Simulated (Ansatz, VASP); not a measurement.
BeTe: VASP beside Ansatz

INCAR

```
SYSTEM = BeTe
PREC = Accurate
ENCUT = 520
EDIFF = 1E-6
ISMEAR = 0
SIGMA = 0.05
LREAL = .FALSE.
LASPH = .TRUE.
NELM = 100
ALGO = Normal
ISIF = 2
LWAVE = .FALSE.
LCHARG = .TRUE.
GGA = CA
LELF = .TRUE.
LVHAR = .TRUE.
NBANDS = 11
```

Contents of KPOINTS:

```
Automatic mesh
0
G
  10 10 10
  0 0 0
```

The input POSCAR:

```
BeTe
1.0
    0.0000000000      2.7700000000      2.7700000000
    2.7700000000      0.0000000000      2.7700000000
    2.7700000000      2.7700000000      0.0000000000
Be Te
1 1
Direct
    0.0000000000      0.0000000000      0.0000000000
    0.7500000000      0.7500000000      0.7500000000
```

Input for Ansatz:

```yaml
crystal:
  lattice:
    - [0.0, 2.77, 2.77]
    - [2.77, 0.0, 2.77]
    - [2.77, 2.77, 0.0]
  atoms:
    - { symbol: Be, position: [0.0, 0.0, 0.0] }
    - { symbol: Te, position: [0.75, 0.75, 0.75] }
basis:
  ecutwfc: 420
kpoints:
  mp_grid: { grid: [10, 10, 10] }
hamiltonian:
  xc: lda
scf:
  occupations: { method: gaussian, width: 0.05 }
output:
  forces: true
  stress: true
  eigenvalues: true
  write_density: true
  write_potential: true
  elf: true
  volumetric_format: npy
```

Alike in both runs: task single point; functional LDA; k mesh 10 × 10 × 10; occupations gaussian, width 0.05 eV; no spin polarisation.

```csv
,VASP,Ansatz
version,VASP 6.6.1,Ansatz 0.2.0
potentials or method,"VASP PAW LDA potentials, release 64 (Be, Te), cutoff 520 eV","scalar-relativistic, plane waves, PAW"
valence electrons in the cell,8,18
```

|  | VASP | Ansatz | Ansatz less VASP |
| --- | --- | --- | --- |
| gap on the k mesh at the Fermi level (eV) | 1.75 | 1.77 | +0.020 |
| least direct gap on the mesh (eV) | 3.54 | 3.58 | +0.038 |
| pressure (GPa) | 0.8 | 0.5 | -0.29 |

LDA's correlation is that of Perdew and Zunger in VASP and of Perdew and Wang (1992) in Ansatz. VASP's potentials hold 8 valence electrons a cell and Ansatz's 18, so a difference there can come from the potentials and not from the codes.

Spin-orbit coupling is off throughout.
